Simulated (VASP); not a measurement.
Os: single point with PBEsol

Crystal: Os.

```xyz
1
Lattice="2.1350 0.0000 0.0000 0.0000 2.1350 0.0000 0.0000 0.0000 2.1350" Properties=species:S:1:pos:R:3 pbc="T T T"
Os    0.0000    0.0000    0.0000
```

This cell differs from its parent crystal: volume scaled by 0.6.

```json
{
 "Program": "VASP 6.6.1",
 "Task": "single point",
 "Functional": "PBEsol",
 "Potentials or basis": "VASP PAW PBE potentials, release 64 (Os)",
 "Cutoff": "520 eV",
 "k mesh": "15 × 15 × 15",
 "Occupations": "fermi-dirac, width 0.1 eV",
 "Spin": "no spin polarisation",
 "Dipole correction": "no",
 "Further INCAR settings": "ALGO = Normal; EDIFF = 1e-06; NBANDS = 10"
}
```

```
Pressure               : 477.3 GPa
Band gap on the k mesh : zero (band 4 reaches 22.96 eV, above the bottom of band 5 at 13.90 eV)
```

Levels at points of the mesh, in eV from the Fermi level:
```csv
k point,band 1,band 2,band 3,band 4,band 5,band 6,band 7,band 8,band 9
"(0.00, 0.00, 0.00)",-14.48,-12.07,-12.07,5.17,5.17,5.17,19.96,19.96,19.96
```

Run time: 3.6 s on 1 thread of Intel(R) Xeon(R) 6975P-C (Granite Rapids), with other jobs on the host, peak memory 0.12 GiB.

Caveat: the PAW data sets were made with another functional, which shifts forces and pressure a little; spin-orbit coupling is left out, which moves the levels of the heavy elements.
